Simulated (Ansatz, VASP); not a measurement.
# Na2P3: VASP beside Ansatz

INCAR

```
PREC = Accurate
ENCUT = 520
EDIFF = 1E-7
ISMEAR = 0
SIGMA = 0.1
LREAL = F
LASPH = T
NELM = 80
ALGO = Normal
ISIF = 2
LWAVE = F
LCHARG = F
GGA = PE
NBANDS = 22
```

The input KPOINTS:

```
Automatic mesh
0
Gamma
  12 12 4
```

The input POSCAR:

```
Na2P3
1.0
    3.4341310525      0.0000000000      0.0000000000
   -1.7170655262      2.9740447314      0.0000000000
    0.0000000000      0.0000000000     10.2311861123
Na P
2 3
Direct
    0.3333333333      0.6666666667      0.1993253260
    0.6666666667      0.3333333333      0.8006746740
    0.0000000000      0.0000000000      0.0000000000
    0.3333333333      0.6666666667      0.5543413433
    0.6666666667      0.3333333333      0.4456586567
```

Input for Ansatz:

```yaml
crystal:
  lattice:
    - [3.4341310525, 0.0, 0.0]
    - [-1.7170655262, 2.9740447314, 0.0]
    - [0.0, 0.0, 10.2311861123]
  atoms:
    - { symbol: Na, position: [0.3333333333, 0.6666666667, 0.199325326] }
    - { symbol: Na, position: [0.6666666667, 0.3333333333, 0.800674674] }
    - { symbol: P, position: [0.0, 0.0, 0.0] }
    - { symbol: P, position: [0.3333333333, 0.6666666667, 0.5543413433] }
    - { symbol: P, position: [0.6666666667, 0.3333333333, 0.4456586567] }
basis:
  ecutwfc: 420
kpoints:
  mp_grid: { grid: [12, 12, 4] }
hamiltonian:
  xc: pbe
scf:
  occupations: { method: gaussian, width: 0.1 }
output:
  forces: true
  stress: true
  eigenvalues: true
```

Alike in both runs: task single point; functional PBE; k mesh 12 × 12 × 4; occupations gaussian, width 0.1 eV; no spin polarisation.

```csv
,VASP,Ansatz
version,VASP 6.6.1,Ansatz 0.2.0
potentials or method,"VASP PAW PBE potentials, release 64 (Na_pv, P), cutoff 520 eV","scalar-relativistic, plane waves, PAW"
valence electrons in the cell,29,33
```

```csv
,VASP,Ansatz,Ansatz less VASP
gap on the k mesh at the Fermi level (eV),none,none,-
pressure (GPa),-0.1,0.0,+0.08
rms of the force components (eV/Å),0.012,0.000,-0.0113
```

Atom by atom the forces differ by 0.011 eV/Å (rms over components). A gap of «none» marks a metal or a gap that the smearing closes. VASP's potentials hold 29 valence electrons a cell and Ansatz's 33, so a difference there can come from the potentials and not from the codes.
